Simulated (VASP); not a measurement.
Set up this calculation in VASP 6.6.1, as the native input.

* Task: single point
* Functional: PBE
* Potentials or basis: VASP PAW PBE potentials, release 64 (Pt)
* Cutoff: 520 eV
* k mesh: 13 × 13 × 9
* Occupations: fermi-dirac, width 0.1 eV
* Spin: no spin polarisation
* Dipole correction: no
* Further INCAR settings: ALGO = Normal; EDIFF = 1e-07; NBANDS = 17; ISYM = 0

The structure of Pt lies in POSCAR:

```
Pt
1.0
   -2.1372541214      2.4924901351      1.3402253331
    2.4924901351     -2.1372541214      1.3402253331
    2.6007974853      2.6007974853     -0.6896099236
Pt
2
Direct
    0.0160877053      0.9839122947      0.0000000000
    0.7339122947      0.2660877053      0.5000000000
```

The input as run:

INCAR

```
PREC = Accurate
ENCUT = 520
EDIFF = 1E-7
ISMEAR = -1
SIGMA = 0.1
LREAL = False
LASPH = True
NELM = 60
ALGO = Normal
ISIF = 2
LWAVE = False
LCHARG = False
GGA = PE
ISYM = 0
NBANDS = 17
```

KPOINTS

```
regular mesh
0
Gamma
  13 13 9
```

Potentials or basis: VASP PAW PBE potentials, release 64 (Pt).

Command:

```sh
$ cat potpaw_PBE.64/Pt/POTCAR > POTCAR
$ mpirun -np 1 vasp_std > vasp.out
```

Results of the run:

The pressure is -0.5 GPa and the band gap on the k mesh is zero (bands 10 and 11 overlap by 1.57 eV).

Caveat: spin-orbit coupling is left out, which moves the levels of the heavy elements.

Run time: 7.1 min on 1 thread of AMD EPYC 7R13 (shared host), peak memory 0.43 GiB.
